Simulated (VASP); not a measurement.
A run of VASP 6.6.1:

The input INCAR:

```
  PREC = Accurate
  ENCUT = 500
  EDIFF = 1E-6
  ISMEAR = 0
  SIGMA = 0.2
  LREAL = F
  LASPH = T
  NELM = 120
  ALGO = Normal
  ISIF = 2
  LWAVE = F
  LCHARG = F
  GGA = PE
  NBANDS = 23
  GGA_COMPAT = F
```

File KPOINTS:

```
Automatic mesh
0
Gamma
  3 3 5
```

Contents of POSCAR:

```
Si4Ge
1.0
    3.6391648818     -4.1445842960      0.0000000000
    3.6391648818      4.1445842960      0.0000000000
    0.0000000000      0.0000000000      2.9463958367
Si Ge
4 1
Direct
    0.8203249476      0.1796750524      0.5000000000
    0.1994777017      0.1994777017      0.0000000000
    0.8005222983      0.8005222983      0.0000000000
    0.1796750524      0.8203249476      0.5000000000
    0.5000000000      0.5000000000      0.5000000000
```

Potentials or basis: VASP PAW PBE potentials, release 64 (Si, Ge_d).

Run with:

```console
$ cat potpaw_PBE.64/Si/POTCAR potpaw_PBE.64/Ge_d/POTCAR > POTCAR
$ mpirun -np 1 vasp_std > vasp.out
```

Hardware: 1 thread of Intel Xeon 8259CL, with other jobs on the host.

Problem. How long does it take, and how much memory?

Solution. It took 26 s on 1 thread of Intel Xeon 8259CL, on a shared host, peak memory 0.16 GiB. Counts: scf iterations 13, k points 12.
